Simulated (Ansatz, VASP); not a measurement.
**B6N: VASP beside Ansatz**

```xyz
7
Lattice="0.0000 2.8688 2.8688 2.8688 0.0000 2.8688 2.8688 2.8688 0.0000" Properties=species:S:1:pos:R:3 pbc="T T T"
B     1.4344    1.4344    2.8688
B     1.4344    2.8688    1.4344
B     1.4344    1.4344    0.0000
B     1.4344    0.0000    1.4344
B     2.8688    1.4344    1.4344
B     0.0000    1.4344    1.4344
N     0.0000    0.0000    0.0000
```

Change from the starting cell: species swapped into the Zn6Mo type (Fm-3m, No. 225).

Alike in both runs: functional PBE; k mesh 5 × 5 × 5; occupations gaussian, width 0.2 eV; no spin polarisation.

Ansatz relaxed the structure, and its values are those at the end. VASP's run is a single point on that final structure, the one shown.

```csv
,VASP,Ansatz
version,VASP 6.6.1,Ansatz 0.2.0
potentials or method,"VASP PAW PBE potentials, release 64 (B, N), cutoff 600 eV","scalar-relativistic, plane waves, PAW"
valence electrons in the cell,23,23
```

```tsv
	VASP	Ansatz	Ansatz less VASP
gap on the k mesh at the Fermi level (eV)	none	none	-
pressure (GPa)	-0.8	-0.7	+0.08
```

A gap of «none» marks a metal or a gap that the smearing closes. The functional is the same, so the differences come from potentials, cutoffs and numerics.

The k mesh is coarse, so the values compare programs but aren't converged.
